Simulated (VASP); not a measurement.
# Ge (Fd-3m) in VASP: a series of runs

Ge is run at these levels: PBE, revPBE, RPBE, BLYP, r2SCAN; tasks: single point.

Program: VASP 6.6.1. These are calculated values, not measurements. Logs are shortened: lines on timing, memory, paths and dates and some standing lists are left out, and cuts for length are marked.

**Experimental background.**

“Electronic and optical properties of SixGe1-x-ySny alloys lattice-matched to Ge”, 2021, arxiv:2109.02782 reports, for a bulk crystal of Ge at 293 K: band gap 0.666 eV (indirect).

“Temperature-dependent photoluminescence in Ge: experiment and theory”, 2020, arxiv:2003.00143 reports, for a bulk crystal of Ge at 0 K: band gap 0.744 eV (indirect).

How close the calculation comes is told below.

## (1) The cell of the first run

Symmetry: Fd-3m, No. 227, cubic system. Conventional cell: a = 5.762 Å, b = 5.762 Å, c = 5.762 Å, α = 90.00°, β = 90.00°, γ = 90.00°. Ge (site symmetry -43m) has 4 Ge at 2.49 Å within 3.3 Å.

## (2) Single point, PBE

Contents of INCAR:

```
SYSTEM = Ge
PREC = Accurate
ENCUT = 520
EDIFF = 1E-6
ISMEAR = -1
SIGMA = 0.05
LREAL = .FALSE.
LASPH = .TRUE.
NELM = 80
ALGO = Normal
ISIF = 2
LWAVE = .FALSE.
LCHARG = .FALSE.
GGA = PE
NBANDS = 21
```

Contents of KPOINTS:

```
Automatic mesh
0
G
  8 8 8
  0 0 0
```

Contents of POSCAR:

```
Ge
1.0
    0.0000000000      2.8808010893      2.8808010893
    2.8808010893      0.0000000000      2.8808010893
    2.8808010893      2.8808010893      0.0000000000
Ge
2
Direct
    0.7500000000      0.7500000000      0.7500000000
    0.5000000000      0.5000000000      0.5000000000
```

Potentials or basis: VASP PAW PBE potentials, release 64 (Ge_d).

Run with:

```console
$ cat potpaw_PBE.64/Ge_d/POTCAR > POTCAR
$ mpirun -np 1 vasp_std > vasp.out
```

OUTCAR:

```text
SYSTEM = Ge
   PREC = Accurate
   ENCUT = 520
   EDIFF = 1E-6
   ISMEAR = -1
   LREAL = .FALSE.
   LASPH = .TRUE.
   NELM = 80
   ISIF = 2
   GGA = PE

 ion  position               nearest neighbor table
   1  0.750  0.750  0.750-   2 2.49   2 2.49   2 2.49   2 2.49
   2  0.500  0.500  0.500-   1 2.49   1 2.49   1 2.49   1 2.49

  LATTYP: Found a face centered cubic cell.
 ALAT       =     5.7616021786

  Lattice vectors:

 A1 = (   0.0000000000,   2.8808010893,   2.8808010893)
 A2 = (   2.8808010893,   0.0000000000,   2.8808010893)
 A3 = (   2.8808010893,   2.8808010893,   0.0000000000)

Analysis of symmetry for initial positions (statically):
=====================================================================
 Subroutine PRICEL returns:
 Original cell was already a primitive cell.

 Routine SETGRP: Setting up the symmetry group for a
 face centered cubic supercell.

 Subroutine GETGRP returns: Found 48 space group operations
 (whereof 24 operations were pure point group operations)
 out of a pool of 48 trial point group operations.

The static configuration has the point symmetry T_d .
 The point group associated with its full space group is O_h .

Analysis of symmetry for dynamics (positions and initial velocities):
=====================================================================
 Subroutine PRICEL returns:
 Original cell was already a primitive cell.

 Routine SETGRP: Setting up the symmetry group for a
 face centered cubic supercell.

 Subroutine GETGRP returns: Found 48 space group operations
 (whereof 24 operations were pure point group operations)
 out of a pool of 48 trial point group operations.

The dynamic configuration has the point symmetry T_d .
 The point group associated with its full space group is O_h .

 Subroutine INISYM returns: Found 48 space group operations
 (whereof 24 operations are pure point group operations),
 and found     1 'primitive' translations

----------------------------------------------------------------------------------------

                                     Primitive cell

  volume of cell :      47.8156

  direct lattice vectors                    reciprocal lattice vectors
     0.000000000  2.880801089  2.880801089    -0.173562834  0.173562834  0.173562834
     2.880801089  0.000000000  2.880801089     0.173562834 -0.173562834  0.173562834
[... 80 lines left out ...]
   LNONCOLLINEAR =      F non collinear calculations
   LSORBIT =      F    spin-orbit coupling
   LASPH  =      T    aspherical Exc in radial PAW
   ENCUT  =  520.0 eV  38.22 Ry    6.18 a.u.   7.58  7.58  7.58*2*pi/ulx,y,z
   NELM   =     80;   NELMIN=  2; NELMDL= -5     # of ELM steps
   EDIFF  = 0.1E-05   stopping-criterion for ELM
   LREAL  =      F    real-space projection
   EDIFFG = 0.1E-04   stopping-criterion for IOM
   NSW    =      0    number of steps for IOM
   IBRION =     -1    ionic relax: 0-MD 1-quasi-New 2-CG
   NFREE  =      0    steps in history (QN), initial steepest desc. (CG)
   ISIF   =      2    stress and relaxation
   ISYM   =      2    0-nonsym 1-usesym 2-fastsym
   POTIM  = 0.5000    time-step for ionic-motion
   TEBEG  =    0.0;   TEEND  =   0.0 temperature during run
   PSTRESS=    0.0 pullay stress
   NELECT =      28.0000    total number of electrons
   NUPDOWN=      -1.0000    fix difference up-down
   EMIN   =  10.00;   EMAX   =-10.00  energy-range for DOS
   EFERMI =   0.00;   METHOD = LEGACY
   ISMEAR =    -1;   SIGMA  =   0.05  broadening in eV -4-tet -1-fermi 0-gaus
   EFERMI_NEDOS =   21; number of points for ismear=-14 and -15
   IALGO  =     38    algorithm
   IMIX   =      4    mixing-type and parameters
     AMIX     =   0.40;   BMIX     =  1.00
     AMIX_MAG =   1.60;   BMIX_MAG =  1.00
  volume/ion in A,a.u.               =      23.91       161.34
  Fermi-wavevector in a.u.,A,eV,Ry     =   1.369633  2.588231 25.523098  1.875895
  Thomas-Fermi vector in A             =   2.495491
   LORBIT       =      0    0 simple, 1 ext, 2 COOP (PROOUT), +10 PAW based schemes
   GGA     = PE    functional components
   LHFCALC =     F    Hartree Fock is set to
   AEXX    =    0.0000 exact exchange contribution
   IVDW    =     0    specifies the selected vdW correction
   LEPSILON=     F    determine dielectric tensor
   LRPA    =     F    only Hartree local field effects (RPA)
 non-spin polarized calculation
  energy-cutoff  :      520.00
  volume of cell :       47.82
 maximum number of plane-waves:      1308
   NGX = 15   NGY = 15   NGZ = 15

 number of electron      27.9999979 magnetization

 Free energy of the ion-electron system (eV)
  ---------------------------------------------------
  ext. energy  EPLUGINS =         0.00000000
  ---------------------------------------------------
  free energy    TOTEN  =        -9.02665222 eV

  energy without entropy =       -9.02557636  energy(sigma->0) =       -9.02611429

 E-fermi :   4.4410     XC(G=0):  -9.6671

 val. band max:        4.1664010469   @ k =   0.1250   0.0000   0.0000
 cond. band min:       4.4775216809   @ k =   0.0000   0.0000   0.0000
 fundamental gap:      0.3111206341
 Fermi energy:         4.4409768201

 k-point     1 :       0.0000    0.0000    0.0000
  band No.  band energies     occupation
      1     -20.2670      2.00000
      2     -20.2670      2.00000
      3     -20.2670      2.00000
      4     -20.2349      2.00000
      5     -20.2349      2.00000
      6     -20.0520      2.00000
[... 565 lines left out ...]
     20      15.2615      0.00000
     21      15.6272      0.00000

 [... further k-points ...]

------------------------ aborting loop because EDIFF is reached ----------------------------------------

  FORCE on cell =-STRESS in cart. coord.  units (eV):
  Direction    XX          YY          ZZ          XY          YZ          ZX
  --------------------------------------------------------------------------------------
  -------------------------------------------------------------------------------------
  Total       -0.0297990     -0.0297990     -0.0297990      0.0000000      0.0000000     -0.0000000
  in kB       -0.9984881     -0.9984881     -0.9984881      0.0000000      0.0000000     -0.0000000
  external PRESSURE =      -0.9984881 kB  Pullay stress =       0.0000000 kB

 VOLUME and BASIS-vectors are now :
 -----------------------------------------------------------------------------
  energy-cutoff  :      520.00
  volume of cell :       47.82
      direct lattice vectors                 reciprocal lattice vectors
     0.000000000  2.880801089  2.880801089    -0.173562834  0.173562834  0.173562834
     2.880801089  0.000000000  2.880801089     0.173562834 -0.173562834  0.173562834
     2.880801089  2.880801089  0.000000000     0.173562834  0.173562834 -0.173562834

 POSITION                                       TOTAL-FORCE (eV/Angst)
 -----------------------------------------------------------------------------------
      4.32120      4.32120      4.32120        -0.000000     -0.000000     -0.000000
      2.88080      2.88080      2.88080         0.000000      0.000000      0.000000
 -----------------------------------------------------------------------------------
    total drift:                                0.000000     -0.000000     -0.000000

  FREE ENERGIE OF THE ION-ELECTRON SYSTEM (eV)
  ---------------------------------------------------
  free  energy   TOTEN  =        -9.0266522167 eV

  energy  without entropy=       -9.0255763551  energy(sigma->0) =       -9.02611429
```

It took 11 s on 1 thread of Intel Xeon 6975P-C (Granite Rapids), shared host; peak memory 0.17 GiB.

What came out:

```yaml
Free_energy: -9.0267 eV
Pressure: -0.1 GPa
Band_gap_on_the_k_mesh: zero (filled and empty bands touch)
```

## (3) Single point, revPBE

This run uses another cell than the first one, of 24.40 Å³/atom, 1.020 times its volume.

Contents of INCAR:

```
SYSTEM = Ge
PREC     = Accurate       ! precision mode
ENCUT    = 520            ! plane-wave cutoff, eV
EDIFF    = 1E-6           ! SCF threshold, eV
ISMEAR   = -1             ! smearing method
SIGMA    = 0.05           ! smearing width, eV
LREAL    = .False.        ! projectors in reciprocal space
LASPH    = .True.         ! aspherical terms in the spheres
NELM     = 100            ! most SCF steps
ALGO     = Normal         ! electronic algorithm
ISIF     = 2              ! what is computed and relaxed
LWAVE    = .False.        ! write WAVECAR
LCHARG   = .False.        ! write CHGCAR
GGA      = RE             ! functional
NBANDS   = 21             ! bands
```

Contents of KPOINTS:

```
Automatic mesh
0
Gamma
  8 8 8
  0 0 0
```

Contents of POSCAR:

```
Ge
1.0
    0.0000000000      2.9002978572      2.9002978572
    2.9002978572      0.0000000000      2.9002978572
    2.9002978572      2.9002978572      0.0000000000
Ge
2
Direct
    0.7500000000      0.7500000000      0.7500000000
    0.5000000000      0.5000000000      0.5000000000
```

Potentials or basis: VASP PAW PBE potentials, release 64 (Ge_d).

Run with:

```console
$ cat potpaw_PBE.64/Ge_d/POTCAR > POTCAR
$ mpirun -np 1 vasp_std > vasp.out
```

Run time: 9 s. Hardware: 1 thread of Intel Xeon 6975P-C (Granite Rapids), shared host; peak memory 0.17 GiB.

Results (log left out):

```
Free energy            : -8.4587 eV
Pressure               : -0.1 GPa
Band gap on the k mesh : zero (filled and empty bands touch)
```

Levels at points of the mesh, in eV from the Fermi level:
```csv
k point,band 11,band 12,band 13,band 14,band 15,band 16,band 17,band 18
"(0.00, 0.00, 0.00)",-12.17,-0.51,0.03,0.03,0.03,2.56,2.56,2.56
"(0.50, 0.00, 0.00)",-10.26,-7.22,-1.26,-1.26,0.06,3.75,3.75,7.23
"(0.50, 0.50, 0.00)",-8.56,-8.56,-2.79,-2.79,0.93,0.93,8.97,8.97
```

Caveat: the PAW data sets were made with another functional, which shifts forces and pressure a little.

## (4) Single point, RPBE

This run uses another cell than the first one, of 24.59 Å³/atom, 1.029 times its volume.

Contents of INCAR:

```
PREC = Accurate
ENCUT = 520
EDIFF = 1E-6
ISMEAR = -1
SIGMA = 0.05
LREAL = False
LASPH = True
NELM = 60
ALGO = Normal
ISIF = 2
LWAVE = False
LCHARG = False
GGA = RP
NBANDS = 21
```

Contents of KPOINTS:

```
Automatic mesh
0
Gamma
  8 8 8
```

Contents of POSCAR:

```
Ge
1.0
    0.0000000000      2.9079471183      2.9079471183
    2.9079471183      0.0000000000      2.9079471183
    2.9079471183      2.9079471183      0.0000000000
Ge
2
Direct
    0.7500000000      0.7500000000      0.7500000000
    0.5000000000      0.5000000000      0.5000000000
```

Run with:

```console
$ cat potpaw_PBE.64/Ge_d/POTCAR > POTCAR
$ mpirun -np 1 vasp_std > vasp.out
```

It took 9.1 s on 1 thread of Intel Xeon 6975P-C (Granite Rapids), shared host; peak memory 0.18 GiB.

The run converged. Its results:

- Free energy: -8.3582 eV
- Pressure: -0.1 GPa
- Band gap on the k mesh: zero (filled and empty bands touch)

Levels at points of the mesh, in eV from the Fermi level:
```tsv
k point	band 11	band 12	band 13	band 14	band 15	band 16	band 17	band 18
(0.00, 0.00, 0.00)	-12.10	-0.56	0.03	0.03	0.03	2.56	2.56	2.56
(0.50, 0.00, 0.00)	-10.21	-7.18	-1.25	-1.25	0.06	3.75	3.75	7.27
(0.50, 0.50, 0.00)	-8.53	-8.53	-2.76	-2.76	0.96	0.96	8.92	8.92
```

Caveat: the PAW data sets were made with another functional, which shifts forces and pressure a little.

## (5) Single point, BLYP

This run uses another cell than the first one, of 25.45 Å³/atom, 1.064 times its volume.

Contents of INCAR:

```
SYSTEM = Ge
  PREC = Accurate
  ENCUT = 520
  EDIFF = 1E-6
  ISMEAR = -1
  SIGMA = 0.05
  LREAL = .FALSE.
  LASPH = .TRUE.
  NELM = 60
  ALGO = Normal
  ISIF = 2
  LWAVE = .FALSE.
  LCHARG = .FALSE.
  GGA = B5
  ALDAX = 1.0
  AGGAX = 1.0
  AGGAC = 1.0
  ALDAC = 0.0
  NBANDS = 21
```

Contents of KPOINTS:

```
Automatic mesh
0
G
  8 8 8
  0 0 0
```

Contents of POSCAR:

```
Ge
1.0
    0.0000000000      2.9413087992      2.9413087992
    2.9413087992      0.0000000000      2.9413087992
    2.9413087992      2.9413087992      0.0000000000
Ge
2
Direct
    0.7500000000      0.7500000000      0.7500000000
    0.5000000000      0.5000000000      0.5000000000
```

Run with:

```console
$ cat potpaw_PBE.64/Ge_d/POTCAR > POTCAR
$ mpirun -np 1 vasp_std > vasp.out
```

Wall time 14 s (1 thread of Intel Xeon 6975P-C (Granite Rapids), shared host); peak memory 0.18 GiB.

The run converged. Its results:

```
Free energy            : -7.6758 eV
Pressure               : 0.2 GPa
Band gap on the k mesh : zero (band 14 reaches 4.33 eV, above the bottom of band 15 at 4.17 eV)
```

Levels at points of the mesh, in eV from the Fermi level:
```tsv
k point	band 12	band 13	band 14	band 15	band 16	band 17
(0.00, 0.00, 0.00)	-1.05	0.15	0.15	0.15	2.66	2.66
(0.50, 0.00, 0.00)	-6.98	-1.08	-1.08	-0.02	3.88	3.88
(0.50, 0.50, 0.00)	-8.38	-2.51	-2.51	1.14	1.14	8.62
```

Caveat: the PAW data sets were made with another functional, which shifts forces and pressure a little.

## (6) Single point, r2SCAN

This run uses another cell than the first one, of 22.83 Å³/atom, 0.955 times its volume.

Contents of POSCAR:

```
Ge
1.0
    0.0000000000      2.8367737140      2.8367737140
    2.8367737140      0.0000000000      2.8367737140
    2.8367737140      2.8367737140      0.0000000000
Ge
2
Direct
    0.7500000000      0.7500000000      0.7500000000
    0.5000000000      0.5000000000      0.5000000000
```

Contents of INCAR.step1:

```
ALGO = Normal
EDIFF = 1E-4
ENCUT = 520
GGA = PE
ISMEAR = -1
LASPH = T
LCHARG = F
LREAL = F
LWAVE = T
NBANDS = 21
NELM = 60
PREC = Accurate
SIGMA = 0.05
```

Contents of INCAR.step2:

```
ALGO = Normal
EDIFF = 1E-6
ENCUT = 520
ISIF = 2
ISMEAR = -1
ISTART = 1
LASPH = T
LCHARG = F
LMIXTAU = T
LREAL = F
LWAVE = F
METAGGA = R2SCAN
NBANDS = 21
NELM = 60
PREC = Accurate
SIGMA = 0.05
```

Contents of KPOINTS:

```
k-points
0
Gamma
  8 8 8
```

Potentials or basis: VASP PAW PBE potentials, release 64 (Ge_d).

Run with:

```console
$ cat potpaw_PBE.64/Ge_d/POTCAR > POTCAR
$ cp INCAR.step1 INCAR
$ mpirun -np 1 vasp_std > vasp.out
$ cp INCAR.step2 INCAR
$ mpirun -np 1 vasp_std > vasp.out
```

Run time: 41 s. Hardware: 1 thread of Intel Xeon 6975P-C (Granite Rapids), shared host; peak memory 0.17 GiB.

Results (log left out):

* Free energy: -27.7359 eV
* Pressure: 0.1 GPa
* Band gap on the k mesh: 0.32 eV, direct

Levels at points of the mesh, in eV from the valence-band top:
```
           k point  band 11  band 12  band 13  band 14  band 15  band 16  band 17  band 18
(0.00, 0.00, 0.00)   -13.24     0.00     0.00     0.00     0.32     2.71     2.71     2.71
(0.50, 0.00, 0.00)   -11.07    -7.83    -1.47    -1.47     0.42     3.99     3.99     7.65
(0.50, 0.50, 0.00)    -9.18    -9.18    -3.20    -3.20     0.98     0.98    10.03    10.03
```

Caveat: the PAW data sets were made with another functional, which shifts forces and pressure a little.

## (7) Summary

```tsv
level	cell	gap on the mesh (eV)	pressure (GPa)
PBE	a = 4.074 Å, angles 60.0°, 2 atoms	none	-0.1
revPBE	a = 4.102 Å, angles 60.0°, 2 atoms	none	-0.1
RPBE	a = 4.112 Å, angles 60.0°, 2 atoms	none	-0.1
BLYP	a = 4.160 Å, angles 60.0°, 2 atoms	none	0.2
r2SCAN	a = 4.012 Å, angles 60.0°, 2 atoms	0.32	0.1
```

Alike in all rows: task single point; potentials or basis VASP PAW PBE potentials, release 64 (Ge_d); no spin polarisation; k mesh 8 × 8 × 8; cutoff (eV) 520; smearing fermi-dirac 0.05 eV.

Caveats: the PAW data sets were made with another functional, which shifts forces and pressure a little (some runs).

Absolute energies hang on the potentials; compare differences alone.

## (8) Comparison with measurements

Step 2. Measured gap of Ge: 0.666 eV (indirect; 293 K; “Electronic and optical properties of SixGe1-x-ySny alloys lattice-matched to Ge”, 2021, arxiv:2109.02782). This calculation gives 0.00 eV (-0.67 eV). 3 values of this kind are on record (0.666 to 0.807 eV); this one was drawn at random among those near their median. Spin-orbit coupling on Ge is left out. The value is that of PBE on a finite k mesh, which can miss the band edges, without temperature or zero-point motion. Semilocal functionals fall short of measured gaps as a rule.

Step 3. Measured gap of Ge: 0.666 eV (indirect; 293 K; “Electronic and optical properties of SixGe1-x-ySny alloys lattice-matched to Ge”, 2021, arxiv:2109.02782). This calculation gives 0.00 eV (-0.67 eV). 3 values of this kind are on record (0.666 to 0.807 eV); this one was drawn at random among those near their median. Spin-orbit coupling on Ge is left out. The value is that of revPBE on a finite k mesh, which can miss the band edges, without temperature or zero-point motion. Semilocal functionals fall short of measured gaps as a rule.

Step 4. Measured gap of Ge: 0.666 eV (indirect; 293 K; “Electronic and optical properties of SixGe1-x-ySny alloys lattice-matched to Ge”, 2021, arxiv:2109.02782). This calculation gives 0.00 eV (-0.67 eV). 3 values of this kind are on record (0.666 to 0.807 eV); this one was drawn at random among those near their median. Spin-orbit coupling on Ge is left out. The value is that of RPBE on a finite k mesh, which can miss the band edges, without temperature or zero-point motion. Semilocal functionals fall short of measured gaps as a rule.

Step 5. Measured gap of Ge: 0.744 eV (indirect; 0 K; “Temperature-dependent photoluminescence in Ge: experiment and theory”, 2020, arxiv:2003.00143). This calculation gives 0.00 eV (-0.74 eV). 3 values of this kind are on record (0.666 to 0.807 eV); this one was drawn at random among those near their median. Spin-orbit coupling on Ge is left out. The value is that of BLYP on a finite k mesh, which can miss the band edges, without temperature or zero-point motion. Semilocal functionals fall short of measured gaps as a rule.

Step 6. A measured gap of Ge is 0.744 eV (indirect; 0 K; “Temperature-dependent photoluminescence in Ge: experiment and theory”, 2020, arxiv:2003.00143); the calculated 0.32 eV misses it by -0.42 eV. 3 values of this kind are on record (0.666 to 0.807 eV); this one was drawn at random among those near their median. Spin-orbit coupling on Ge is left out. The value is that of r2SCAN on a finite k mesh, which can miss the band edges, without temperature or zero-point motion.
